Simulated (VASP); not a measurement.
## Cd: single point with PBEsol

Cd:

```
CELL_PARAMETERS angstrom
0.00000 2.18876 2.18876
2.18876 0.00000 2.18876
2.18876 2.18876 0.00000
ATOMIC_POSITIONS crystal
Cd 0.00000 0.00000 0.00000
```

This isn't the form of Cd at room conditions, which is hcp.

```
Program                : VASP 6.6.1
Task                   : single point
Functional             : PBEsol
Potentials or basis    : VASP PAW PBE potentials, release 64 (Cd)
Cutoff                 : 520 eV
k mesh                 : 16 × 16 × 16
Occupations            : gaussian, width 0.1 eV
Spin                   : no spin polarisation
Dipole correction      : no
Further INCAR settings : ALGO = Normal; EDIFF = 1e-06; NBANDS = 12
```

```
Pressure               : 0.4 GPa
Band gap on the k mesh : zero (bands 6 and 7 overlap by 3.35 eV)
```

Levels at points of the mesh, in eV from the Fermi level:
```csv
k point,band 2,band 3,band 4,band 5,band 6,band 7,band 8,band 9,band 10,band 11
"(0.00, 0.00, 0.00)",-9.18,-9.18,-9.13,-8.68,-8.68,14.03,15.32,15.32,15.32,18.78
"(0.50, 0.00, 0.00)",-9.18,-9.18,-8.27,-8.27,-2.52,-1.27,12.87,12.87,13.11,16.79
"(0.50, 0.50, 0.00)",-9.82,-8.30,-8.17,-8.17,-0.94,1.52,6.89,6.89,11.34,11.44
```

It took 33 s on 1 thread of Intel Xeon 8259CL, with other jobs on the host, peak memory 0.16 GiB.

Caveat: the PAW data sets were made with another functional, which shifts forces and pressure a little.
